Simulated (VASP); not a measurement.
A run of VASP 6.6.1 is set up as follows.

POSCAR

```
Ta3Cu
1.0
   -1.9395607270      1.9395607270      4.0628594771
    1.9395607270     -1.9395607270      4.0628594771
    1.9395607270      1.9395607270     -4.0628594771
Ta Cu
3 1
Direct
    0.5000000000      0.5000000000      0.0000000000
    0.2500000000      0.7500000000      0.5000000000
    0.7500000000      0.2500000000      0.5000000000
    0.0000000000      0.0000000000      0.0000000000
```

Contents of INCAR.step1:

```
SYSTEM = Ta3Cu
ALGO = Normal
EDIFF = 1E-4
ENCUT = 520
GGA = PE
ISMEAR = -1
LASPH = .True.
LCHARG = .False.
LREAL = .False.
LWAVE = .True.
NBANDS = 30
NELM = 60
PREC = Accurate
SIGMA = 0.05
```

Contents of INCAR.step2:

```
SYSTEM = Ta3Cu
ALGO = Normal
EDIFF = 1E-7
ENCUT = 520
ISIF = 2
ISMEAR = -1
ISTART = 1
LASPH = .True.
LCHARG = .False.
LMIXTAU = .True.
LREAL = .False.
LWAVE = .False.
METAGGA = R2SCAN
NBANDS = 30
NELM = 60
PREC = Accurate
SIGMA = 0.05
```

Contents of KPOINTS:

```
k-points
0
Gamma
  9 9 9
  0 0 0
```

Potentials or basis: VASP PAW PBE potentials, release 64 (Ta_pv, Cu).

Command:

```console
$ cat potpaw_PBE.64/Ta_pv/POTCAR potpaw_PBE.64/Cu/POTCAR > POTCAR
$ cp INCAR.step1 INCAR
$ mpirun -np 1 vasp_std > vasp.out
$ cp INCAR.step2 INCAR
$ mpirun -np 1 vasp_std > vasp.out
```

**Question.** Estimate the pressure.

**Answer.** 20.9 GPa.

**Question.** Predict the band gap on the k mesh.

**Answer.** Zero (bands 22 and 23 overlap by 1.68 eV).

Stress tensor (GPa, compression positive):
```
20.99  0.00  0.00
 0.00 20.99  0.00
 0.00  0.00 20.80
```

Caveat: the cell stands under pressure; the PAW data sets were made with another functional, which shifts forces and pressure a little; spin-orbit coupling is left out, which moves the levels of the heavy elements.
